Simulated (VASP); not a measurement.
Set up this calculation in VASP 6.6.1, as the native input.

```
Task                   : single point
Functional             : PBE
Dispersion             : D3(BJ)
Potentials or basis    : VASP PAW PBE potentials, release 64 (Be)
Cutoff                 : 520 eV
k mesh                 : 9 × 9 × 6
Occupations            : gaussian, width 0.1 eV
Spin                   : no spin polarisation
Dipole correction      : no
Further INCAR settings : ALGO = Normal; EDIFF = 1e-06; NBANDS = 9
```

The structure of Be lies in POSCAR:

```
Be
1.0
    2.2237101570      0.0000000000      0.0000000000
   -1.1118550785      1.9257894866      0.0000000000
    0.0000000000      0.0000000000      3.4735851467
Be
2
Direct
    0.3333333333      0.6666666667      0.2500000000
    0.6666666667      0.3333333333      0.7500000000
```

One way to write it, as run:

INCAR

```
PREC = Accurate
ENCUT = 520
EDIFF = 1E-6
ISMEAR = 0
SIGMA = 0.1
LREAL = F
LASPH = T
NELM = 80
ALGO = Normal
ISIF = 2
LWAVE = F
LCHARG = F
GGA = PE
IVDW = 12
NBANDS = 9
```

KPOINTS

```
regular mesh
0
Gamma
  9 9 6
```

Potentials or basis: VASP PAW PBE potentials, release 64 (Be).

Command:

```sh
$ cat potpaw_PBE.64/Be/POTCAR > POTCAR
$ mpirun -np 1 vasp_std > vasp.out
```

Results of the run:

| Property | Result |
| --- | --- |
| Pressure | 0.2 GPa |
| Band gap on the k mesh | zero (band 2 reaches 8.64 eV, above the bottom of band 3 at 6.34 eV) |
| Dispersion energy per atom | -0.378 eV |

Caveat: the k points lie up to 0.36 Å⁻¹ apart; pairwise dispersion overbinds metals, which lowers pressure and volume.

Wall time 3.9 s on 1 thread of Intel Xeon 6975P-C, with other jobs on the host, peak memory 0.13 GiB.
